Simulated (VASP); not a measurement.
Runs of VASP 6.6.1 on FeNi3. The structure is that of space group Pm-3m (No. 221), or close to it. The cells are those of the table. 

```tsv
cell	gap on the mesh (eV)	pressure (GPa)	moment (μB)
a = 3.489 Å, 4 atoms	none	-0.1	4.74
a = 3.523 Å, 4 atoms	none	(c)	4.77
a = 3.601 Å, 4 atoms	none	-17.0	(b)
a = 3.545 Å, 4 atoms	none	-9.6	4.78
a = 3.557 Å, 4 atoms	none	(a)	4.79
```

Alike in all rows: task single point; level PBEsol; potentials or basis VASP PAW PBE potentials, release 64 (Fe, Ni); spin collinear, ferromagnetic start; k mesh 12 × 12 × 12; cutoff (eV) 520; smearing gaussian 0.1 eV.

Fill in the values left out.

(a) -11.4; (b) 4.83; (c) -6.2.

Caveats: the PAW data sets were made with another functional, which shifts forces and pressure a little; the cell stands under tension (at least some runs).

A gap of «none» marks levels without a gap at the run's occupations.
